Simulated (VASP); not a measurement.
CaO:

```
Ca O
1.0
     0.00000    2.40356    2.40356
     2.40356    0.00000    2.40356
     2.40356    2.40356    0.00000
Ca O
1 1
Cartesian
  0.0000 0.0000 0.0000
  2.4036 2.4036 2.4036
```

Base run:

```yaml
Program: VASP 6.6.1
Functional: PBE0
Potentials_or_basis: VASP PAW PBE potentials, release 64 (Ca_sv, O)
Cutoff: 520 eV
k_mesh: 6 × 6 × 6
Occupations: fermi-dirac, width 0.05 eV
Spin: no spin polarisation
```

Its results: band gap on the k mesh 6.05 eV (least direct gap 6.48 eV); pressure -0.1 GPa.

Q: After a change of settings the same cell gave: band gap on the k mesh 6.26 eV (least direct gap 6.68 eV); pressure -0.1 GPa. Which change was it?
A. functional from PBE0 to PBE-based screened hybrid with 25 % exact exchange; k mesh from 6 × 6 × 6 to 5 × 5 × 5
B. functional from PBE0 to r2SCAN0; further incar settings from ALGO = Normal; EDIFF = 1e-06; NBANDS = 15 to ALGO = Normal; EDIFF = 1e-07; NBANDS = 15
C. k mesh from 6 × 6 × 6 to 5 × 5 × 5; further incar settings from ALGO = Normal; EDIFF = 1e-06; NBANDS = 15 to ALGO = Normal; EDIFF = 1e-07; NBANDS = 15

A: C.

Caveats: some runs use coarse meshes; the PAW data sets were made with another functional, which shifts forces and pressure a little; an odd mesh through Γ misses points on the zone boundary, where band edges can lie (at least some runs).
